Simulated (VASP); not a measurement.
Runs of VASP 6.6.1 on KI. The structure is that of space group P6_3/mmc (No. 194), or close to it. The cells are those of the table. 

```tsv
level	cell	gap on the mesh (eV)	pressure (GPa)
PBE	a = 4.900, b = 4.900, c = 8.590 Å, angles 90.0, 90.0, 120.0°, 4 atoms	3.85	0.5
PBE	a = 4.920, b = 4.920, c = 8.581 Å, angles 90.0, 90.0, 120.0°, 4 atoms	3.85	0.4
r2SCAN	a = 4.949, b = 4.949, c = 8.675 Å, angles 90.0, 90.0, 120.0°, 4 atoms	(b)	-0.3
r2SCAN	a = 4.800, b = 4.800, c = 8.415 Å, angles 90.0, 90.0, 120.0°, 4 atoms	4.65	0.9
r2SCAN	a = 4.996, b = 4.996, c = 8.758 Å, angles 90.0, 90.0, 120.0°, 4 atoms	4.36	-0.6
PBE	a = 5.020, b = 5.020, c = 8.754 Å, angles 90.0, 90.0, 120.0°, 4 atoms	3.72	-0.3
PBE	a = 4.971, b = 4.971, c = 8.668 Å, angles 90.0, 90.0, 120.0°, 4 atoms	(a)	0.0
r2SCAN	a = 4.851, b = 4.851, c = 8.503 Å, angles 90.0, 90.0, 120.0°, 4 atoms	4.57	0.4
PBE	a = 5.068, b = 5.068, c = 8.838 Å, angles 90.0, 90.0, 120.0°, 4 atoms	3.66	-0.5
PBE	a = 4.869, b = 4.869, c = 8.491 Å, angles 90.0, 90.0, 120.0°, 4 atoms	3.92	0.8
r2SCAN	a = 4.900, b = 4.900, c = 8.590 Å, angles 90.0, 90.0, 120.0°, 4 atoms	4.49	0.0
```

Alike in all rows: task single point; potentials or basis VASP PAW PBE potentials, release 64 (K_sv, I); no spin polarisation; k mesh 6 × 6 × 4; cutoff (eV) 520; smearing gaussian 0.01 eV.

Q: Estimate the missing entries.

A: (a) 3.78; (b) 4.42.

Caveats: spin-orbit coupling is left out, which moves the levels of the heavy elements; the PAW data sets were made with another functional, which shifts forces and pressure a little (some runs).

A k mesh can miss the band edges, and the runs leave out spin-orbit coupling on I.
